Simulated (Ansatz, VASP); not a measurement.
# SrO in VASP and in Ansatz

INCAR

```
ALGO = Normal
EDIFF = 1E-6
ENCUT = 520
GGA = PS
ISIF = 2
ISMEAR = 0
LASPH = True
LCHARG = True
LELF = True
LREAL = False
LVHAR = True
LWAVE = False
NBANDS = 24
NELM = 100
PREC = Accurate
SIGMA = 0.05
```

Contents of KPOINTS:

```
k-points
0
Gamma
  9 9 4
```

Contents of POSCAR:

```
SrO
1.0
    3.5532880902      0.0000000000      0.0000000000
   -1.7766440451      3.0772377531      0.0000000000
    0.0000000000      0.0000000000      6.2173039800
Sr O
2 2
Direct
    0.4064508556      0.8129017112      0.2500000000
    0.6666666667      0.3333333333      0.7500000000
    0.0000000000      0.0000000000      0.0000000000
    0.0000000000      0.0000000000      0.5000000000
```

Input for Ansatz:

```yaml
crystal:
  lattice:
    - [3.5532880902, 0.0, 0.0]
    - [-1.7766440451, 3.0772377531, 0.0]
    - [0.0, 0.0, 6.21730398]
  atoms:
    - { symbol: Sr, position: [0.4064508556, 0.8129017112, 0.25] }
    - { symbol: Sr, position: [0.6666666667, 0.3333333333, 0.75] }
    - { symbol: O, position: [0.0, 0.0, 0.0] }
    - { symbol: O, position: [0.0, 0.0, 0.5] }
basis:
  ecutwfc: 420
kpoints:
  mp_grid: { grid: [9, 9, 4] }
hamiltonian:
  xc: pbesol
scf:
  occupations: { method: gaussian, width: 0.05 }
output:
  forces: true
  stress: true
  eigenvalues: true
```

Alike in both runs: task single point; functional PBEsol; k mesh 9 × 9 × 4; occupations gaussian, width 0.05 eV; no spin polarisation.

|  | VASP | Ansatz |
| --- | --- | --- |
| version | VASP 6.6.1 | Ansatz 0.2.0 |
| potentials or method | VASP PAW PBE potentials, release 64 (Sr_sv, O), cutoff 520 eV | scalar-relativistic, plane waves, PAW |
| valence electrons in the cell | 32 | 32 |

|  | VASP | Ansatz | Ansatz less VASP |
| --- | --- | --- | --- |
| gap on the k mesh at the Fermi level (eV) | 2.72 | 2.74 | +0.018 |
| least direct gap on the mesh (eV) | 2.72 | 2.74 | +0.018 |
| pressure (GPa) | 0.7 | 0.0 | -0.68 |
| traceless stress, the component that is largest in VASP (GPa) | -1.34 | -1.08 | +0.265 |
| rms of the force components (eV/Å) | 0.385 | 0.365 | -0.0197 |

VASP's potentials were made for PBE, not for PBEsol. Atom by atom the forces differ by 0.020 eV/Å (rms over components).
